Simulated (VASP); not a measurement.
# Rh (Immm) in VASP: further runs

Runs on Rh. Level: PBE. Tasks: single point.

Program: VASP 6.6.1. These are calculated values, not measurements. Logs are shortened: lines on timing, memory, paths and dates and some standing lists are left out, and cuts for length are marked.

## (1) The cell of the first run

The structure is orthorhombic, space group Immm (No. 71). Conventional cell: a = 2.573 Å, b = 2.844 Å, c = 3.830 Å, α = 90.00°, β = 90.00°, γ = 90.00°. Within 3.4 Å of Rh (site symmetry mmm) lie 12 Rh at 2.57 to 2.84 Å.

## (2) Single point, PBE

The input, INCAR:

```
SYSTEM = Rh
PREC = Accurate
ENCUT = 520
EDIFF = 1E-6
ISMEAR = 0
SIGMA = 0.15
LREAL = .FALSE.
LASPH = .TRUE.
NELM = 60
ALGO = Fast
ISIF = 2
LWAVE = .FALSE.
LCHARG = .FALSE.
GGA = PE
NBANDS = 14
```

The input, KPOINTS:

```
regular mesh
0
G
  20 20 20
  0 0 0
```

The input, POSCAR:

```
Rh
1.0
   -0.0957526211      1.9150524221      1.9150524221
    1.9150524221     -0.0957526211      1.9150524221
    1.8192998010      1.8192998010      0.0000000000
Rh
1
Direct
    0.0000000000      0.0000000000      0.0000000000
```

Potentials or basis: VASP PAW PBE potentials, release 64 (Rh_pv).

Run with:

```bash
cat potpaw_PBE.64/Rh_pv/POTCAR > POTCAR
mpirun -np 1 vasp_std > vasp.out
```

OUTCAR:

```text
SYSTEM = Rh
   PREC = Accurate
   ENCUT = 520
   EDIFF = 1E-6
   ISMEAR = 0
   LREAL = .FALSE.
   LASPH = .TRUE.
   NELM = 60
   ISIF = 2
   GGA = PE

 ion  position               nearest neighbor table
   1  0.000  0.000  0.000-

  LATTYP: Found a body centered orthorhombic cell.
 ALAT       =     2.5728784526
 B/A-ratio  =     1.1052631579
 C/A-ratio  =     1.4886458551

  Lattice vectors:

 A1 = (   0.0957526211,  -1.9150524221,  -1.9150524221)
 A2 = (  -0.0957526211,   1.9150524221,  -1.9150524221)
 A3 = (   1.9150524221,  -0.0957526211,   1.9150524221)

Analysis of symmetry for initial positions (statically):
=====================================================================
 Subroutine PRICEL returns:
 Original cell was already a primitive cell.

 Routine SETGRP: Setting up the symmetry group for a
 body centered orthorhombic supercell.

 Subroutine GETGRP returns: Found  8 space group operations
 (whereof  8 operations were pure point group operations)
 out of a pool of  8 trial point group operations.

The static configuration has the point symmetry D_2h.

Analysis of symmetry for dynamics (positions and initial velocities):
=====================================================================
 Subroutine PRICEL returns:
 Original cell was already a primitive cell.

 Routine SETGRP: Setting up the symmetry group for a
 body centered orthorhombic supercell.

 Subroutine GETGRP returns: Found  8 space group operations
 (whereof  8 operations were pure point group operations)
 out of a pool of  8 trial point group operations.

The dynamic configuration has the point symmetry D_2h.

 Subroutine INISYM returns: Found  8 space group operations
 (whereof  8 operations are pure point group operations),
 and found     1 'primitive' translations

----------------------------------------------------------------------------------------

                                     Primitive cell

  volume of cell :      14.0115

  direct lattice vectors                    reciprocal lattice vectors
    -0.095752621  1.915052422  1.915052422    -0.248656627  0.248656627  0.261089459
     1.915052422 -0.095752621  1.915052422     0.248656627 -0.248656627  0.261089459
     1.819299801  1.819299801  0.000000000     0.274831009  0.274831009 -0.261089459

  length of vectors
     2.709985263  2.709985263  2.572878453     0.437981668  0.437981668  0.468222033

  position of ions in fractional coordinates (direct lattice)
     0.000000000  0.000000000  0.000000000

  ion indices of the primitive-cell ions
   primitive index   ion index
                 1           1

[... 77 lines left out ...]
   ISIF   =      2    stress and relaxation
   ISYM   =      2    0-nonsym 1-usesym 2-fastsym
   POTIM  = 0.5000    time-step for ionic-motion
   TEBEG  =    0.0;   TEEND  =   0.0 temperature during run
   PSTRESS=    0.0 pullay stress
   NELECT =      15.0000    total number of electrons
   NUPDOWN=      -1.0000    fix difference up-down
   EMIN   =  10.00;   EMAX   =-10.00  energy-range for DOS
   EFERMI =   0.00;   METHOD = LEGACY
   ISMEAR =     0;   SIGMA  =   0.15  broadening in eV -4-tet -1-fermi 0-gaus
   EFERMI_NEDOS =   21; number of points for ismear=-14 and -15
   IALGO  =     68    algorithm
   IMIX   =      4    mixing-type and parameters
     AMIX     =   0.40;   BMIX     =  1.00
     AMIX_MAG =   1.60;   BMIX_MAG =  1.00
  volume/ion in A,a.u.               =      14.01        94.55
  Fermi-wavevector in a.u.,A,eV,Ry     =   1.674725  3.164772 38.160332  2.804705
  Thomas-Fermi vector in A             =   2.759470
   LORBIT       =      0    0 simple, 1 ext, 2 COOP (PROOUT), +10 PAW based schemes
   GGA     = PE    functional components
   LHFCALC =     F    Hartree Fock is set to
   AEXX    =    0.0000 exact exchange contribution
   IVDW    =     0    specifies the selected vdW correction
   LEPSILON=     F    determine dielectric tensor
   LRPA    =     F    only Hartree local field effects (RPA)
 non-spin polarized calculation
 RMM-DIIS sequential band-by-band and
 Gauss-broadening in eV      SIGMA  =   0.15
  energy-cutoff  :      520.00
  volume of cell :       14.01
 maximum number of plane-waves:       392
   NGX = 11   NGY = 11   NGZ =  9

 number of electron      15.0000002 magnetization

 Free energy of the ion-electron system (eV)
  ---------------------------------------------------
  ext. energy  EPLUGINS =         0.00000000
  ---------------------------------------------------
  free energy    TOTEN  =        -7.18438995 eV

  energy without entropy =       -7.16824439  energy(sigma->0) =       -7.17631717

 E-fermi :  11.5382     XC(G=0): -13.9005

 val. band max:       11.5371936411   @ k =   0.4000   0.2500   0.0500
 cond. band min:      11.5383732337   @ k =   0.2000   0.1000   0.5000
 fundamental gap:      0.0011795926
 Fermi energy:        11.5382101017

 k-point     1 :       0.0000    0.0000    0.0000
  band No.  band energies     occupation
      1     -34.7771      2.00000
      2     -34.7715      2.00000
      3     -34.7533      2.00000
      4       3.7498      2.00000
      5       8.0250      2.00000
      6       8.2991      2.00000
      7       9.2071      2.00000
      8      10.6889      2.00000
      9      10.7430      2.00000
     10      27.4492      0.00000
     11      31.4399      0.00000
     12      32.1806      0.00000
     13      33.0832      0.00000
     14      34.6489      0.00000
[... 377 lines left out ...]
      1     -35.2833      2.00000
      2     -34.8305      2.00000
      3     -34.8252      2.00000
      4       5.7116      2.00000
      5       8.1064      2.00000
      6       9.3157      2.00000
      7       9.7836      2.00000
      8      11.6578      0.25955
      9      11.7409      0.05596
     10      21.9631      0.00000
     11      28.1331      0.00000
     12      32.1799      0.00000
     13      32.9679      0.00000
     14      36.1635      0.00000

 [... further k-points ...]
[... 5 lines left out ...]
  --------------------------------------------------------------------------------------
  -------------------------------------------------------------------------------------
  Total        0.4458560      0.4458560     -0.0128595      1.6170843      0.0000000      0.0000000
  in kB       50.9823993     50.9823993     -1.4704470    184.9091248      0.0000000      0.0000000
  external PRESSURE =      33.4981172 kB  Pullay stress =       0.0000000 kB

 VOLUME and BASIS-vectors are now :
 -----------------------------------------------------------------------------
  energy-cutoff  :      520.00
  volume of cell :       14.01
      direct lattice vectors                 reciprocal lattice vectors
    -0.095752621  1.915052422  1.915052422    -0.248656627  0.248656627  0.261089459
     1.915052422 -0.095752621  1.915052422     0.248656627 -0.248656627  0.261089459
     1.819299801  1.819299801  0.000000000     0.274831009  0.274831009 -0.261089459

 POSITION                                       TOTAL-FORCE (eV/Angst)
 -----------------------------------------------------------------------------------
      0.00000      0.00000      0.00000         0.000000      0.000000      0.000000
 -----------------------------------------------------------------------------------
    total drift:                                0.000000      0.000000      0.000000

  FREE ENERGIE OF THE ION-ELECTRON SYSTEM (eV)
  ---------------------------------------------------
  free  energy   TOTEN  =        -7.1843899454 eV

  energy  without entropy=       -7.1682443921  energy(sigma->0) =       -7.17631717
```

OSZICAR:

```text
N       E                     dE             d eps       ncg     rms          rms(c)
DAV:   1     0.119836783736E+03    0.11984E+03   -0.87759E+03 32762   0.114E+03
DAV:   2    -0.608708759022E+01   -0.12592E+03   -0.12035E+03 36224   0.340E+02
DAV:   3    -0.766286667214E+01   -0.15758E+01   -0.15728E+01 39200   0.417E+01
DAV:   4    -0.766880310046E+01   -0.59364E-02   -0.59362E-02 37570   0.262E+00
DAV:   5    -0.766885654078E+01   -0.53440E-04   -0.53440E-04 38612   0.219E-01    0.981E+00
RMM:   6    -0.720164562543E+01    0.46721E+00   -0.77000E-01 34876   0.860E+00    0.351E+00
RMM:   7    -0.718752908303E+01    0.14117E-01   -0.28267E-02 36104   0.182E+00    0.165E+00
RMM:   8    -0.718465191784E+01    0.28772E-02   -0.54809E-03 38706   0.829E-01    0.212E-01
RMM:   9    -0.718437879489E+01    0.27312E-03   -0.69725E-04 40024   0.291E-01    0.235E-02
RMM:  10    -0.718439180926E+01   -0.13014E-04   -0.62093E-05 40367   0.106E-01    0.147E-02
RMM:  11    -0.718439056136E+01    0.12479E-05   -0.89607E-06 39097   0.407E-02    0.583E-03
RMM:  12    -0.718438994536E+01    0.61600E-06   -0.20979E-06 30757   0.197E-02
   1 F= -.71843899E+01 E0= -.71763172E+01  d E =-.161456E-01
```

Run time: 4 min. Hardware: 1 thread of Intel Xeon Platinum 8488C (Sapphire Rapids), shared host; peak memory 0.3 GiB.

What came out:

```yaml
Free_energy: -7.1844 eV
Pressure: 3.3 GPa
```

## (3) Single point, PBE

This run uses another cell than the first one, of 14.11 Å³/atom, 1.007 times its volume.

The input, INCAR:

```
ALGO = Fast ; EDIFF = 1E-6
ENCUT = 520 ; GGA = PE
ISIF = 2 ; ISMEAR = 0
LASPH = True ; LCHARG = False
LREAL = False ; LWAVE = False
NBANDS = 14 ; NELM = 100
PREC = Accurate ; SIGMA = 0.15
```

The input, KPOINTS:

```
k-points
0
Gamma
  20 20 20
```

The input, POSCAR:

```
Rh
1.0
   -0.2872578633      1.9405226193      1.9150524221
    1.9405226193     -0.2872578633      1.9150524221
    1.6532647560      1.6532647560      0.0000000000
Rh
1
Direct
    0.0000000000      0.0000000000      0.0000000000
```

Potentials or basis: VASP PAW PBE potentials, release 64 (Rh_pv).

Run with:

```bash
cat potpaw_PBE.64/Rh_pv/POTCAR > POTCAR
mpirun -np 1 vasp_std > vasp.out
```

Run time: 4.3 min. Hardware: 1 thread of AMD EPYC 7R43 (Zen 3), shared host; peak memory 0.26 GiB.

It converged, with:

```
Free energy : -6.6075 eV
Pressure    : 21.5 GPa
```

Stress tensor (GPa, compression positive):
```
34.26 47.65  0.00
47.65 34.26  0.00
 0.00  0.00 -4.09
```

Levels at points of the mesh, in eV from the Fermi level:
| k point | band 4 | band 5 | band 6 | band 7 | band 8 | band 9 | band 10 | band 11 |
| --- | --- | --- | --- | --- | --- | --- | --- | --- |
| (0.00, 0.00, 0.00) | -7.58 | -4.60 | -4.27 | -0.82 | -0.17 | -0.12 | 15.28 | 17.44 |
| (0.50, 0.00, 0.00) | -6.18 | -4.23 | -0.92 | -0.64 | -0.26 | 1.30 | 6.62 | 16.77 |
| (0.50, 0.50, 0.00) | -6.51 | -5.70 | 1.08 | 1.27 | 1.29 | 3.42 | 8.30 | 12.13 |
| (0.00, 0.00, 0.50) | -5.94 | -4.62 | -1.61 | 0.21 | 1.51 | 2.73 | 11.26 | 14.87 |
| (0.50, 0.00, 0.50) | -6.07 | -5.72 | -0.11 | 0.63 | 1.79 | 3.94 | 12.75 | 13.53 |
